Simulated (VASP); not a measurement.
Set up this calculation in VASP 6.6.1, as the native input.

```yaml
Task: single point
Functional: PBE
Dispersion: D3(BJ)
Potentials_or_basis: VASP PAW PBE potentials, release 64 (Ti_sv, O)
Cutoff: 600 eV
k_mesh: 6 × 6 × 8
Occupations: gaussian, width 0.05 eV
Spin: no spin polarisation
Dipole_correction: no
Further_INCAR_settings: ALGO = Normal; EDIFF = 1e-06; NBANDS = 33
```

The structure of TiO2 lies in POSCAR:

```
TiO2
1.0
    4.6898552927      0.0000000000      0.0000000000
    0.0000000000      4.6898552927      0.0000000000
    0.0000000000      0.0000000000      2.9742609151
Ti O
2 4
Direct
    0.0000000000      0.0000000000      0.0000000000
    0.5000000000      0.5000000000      0.5000000000
    0.3061541226      0.3061541226      0.0000000000
    0.8061541226      0.1938458774      0.5000000000
    0.1938458774      0.8061541226      0.5000000000
    0.6938458774      0.6938458774      0.0000000000
```

This cell differs from its parent crystal: volume scaled by 1.04.

These files were run (other wordings do the same):

INCAR

```
SYSTEM = TiO2
ALGO = Normal
EDIFF = 1E-6
ENCUT = 600
GGA = PE
GGA_COMPAT = .FALSE.
ISIF = 2
ISMEAR = 0
IVDW = 12
LASPH = .TRUE.
LCHARG = .FALSE.
LREAL = .FALSE.
LWAVE = .FALSE.
NBANDS = 33
NELM = 120
PREC = Accurate
SIGMA = 0.05
```

KPOINTS

```
k-points
0
G
  6 6 8
  0 0 0
```

Potentials or basis: VASP PAW PBE potentials, release 64 (Ti_sv, O).

The run is started by

```sh
$ cat potpaw_PBE.64/Ti_sv/POTCAR potpaw_PBE.64/O/POTCAR > POTCAR
$ mpirun -np 1 vasp_std > vasp.out
```

It gave:

The pressure is -7.6 GPa. The largest force is 0.026 eV/Å. The band gap on the k mesh is 1.83 eV, direct. The dispersion energy per atom is -0.237 eV.

Caveat: three body term missing.

Run time: 98 s on 1 thread of Intel Xeon 6975P-C (shared host), peak memory 0.26 GiB.
